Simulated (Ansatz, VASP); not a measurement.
**One calculation of Li, two programs**

The input INCAR:

```
SYSTEM = Li
  ALGO = Fast
  EDIFF = 1E-7
  ENCUT = 520
  GGA = PS
  ISIF = 2
  ISMEAR = 0
  LASPH = .True.
  LCHARG = .True.
  LELF = .True.
  LREAL = .False.
  LVHAR = .True.
  LWAVE = .False.
  NBANDS = 10
  NELM = 60
  PREC = Accurate
  SIGMA = 0.15
```

File KPOINTS:

```
k-points
0
Gamma
  18 18 10
  0 0 0
```

The input POSCAR:

```
Li
1.0
    3.1110021516      0.0000000000      0.0000000000
   -1.5555010758      2.5864386187      0.0000000000
    0.0000000000      0.0000000000      5.0930000000
Li
2
Direct
    0.3333333333      0.6666666667      0.2500000000
    0.6666666667      0.3333333333      0.7500000000
```

Input for Ansatz:

```yaml
crystal:
  lattice:
    - [3.1110021516, 0.0, 0.0]
    - [-1.5555010758, 2.5864386187, 0.0]
    - [0.0, 0.0, 5.093]
  atoms:
    - { symbol: Li, position: [0.3333333333, 0.6666666667, 0.25] }
    - { symbol: Li, position: [0.6666666667, 0.3333333333, 0.75] }
basis:
  ecutwfc: 420
kpoints:
  mp_grid: { grid: [18, 18, 10] }
hamiltonian:
  xc: pbesol
scf:
  occupations: { method: gaussian, width: 0.15 }
output:
  forces: true
  stress: true
  eigenvalues: true
```

Change from the starting cell: strain -0.0400 x Voigt [0, 1, 0, 0, 0, 0], atoms carried along.

Alike in both runs: task single point; functional PBEsol; k mesh 18 × 18 × 10; occupations gaussian, width 0.15 eV; no spin polarisation.

```csv
,VASP,Ansatz
version,VASP 6.6.1,Ansatz 0.2.0
potentials or method,"VASP PAW PBE potentials, release 64 (Li_sv), cutoff 520 eV","scalar-relativistic, plane waves, PAW"
valence electrons in the cell,6,6
```

```tsv
	VASP	Ansatz	Ansatz less VASP
gap on the k mesh at the Fermi level (eV)	none	none	-
rms of the force components (eV/Å)	0.009	0.009	0.0000
```

VASP's potentials were made for PBE, not for PBEsol. Atom by atom the forces differ by 0.000 eV/Å (rms over components). A gap of «none» marks a metal or a gap that the smearing closes.

Noted on VASP's run: the cutoff is short for stress, so the pressure is rough.
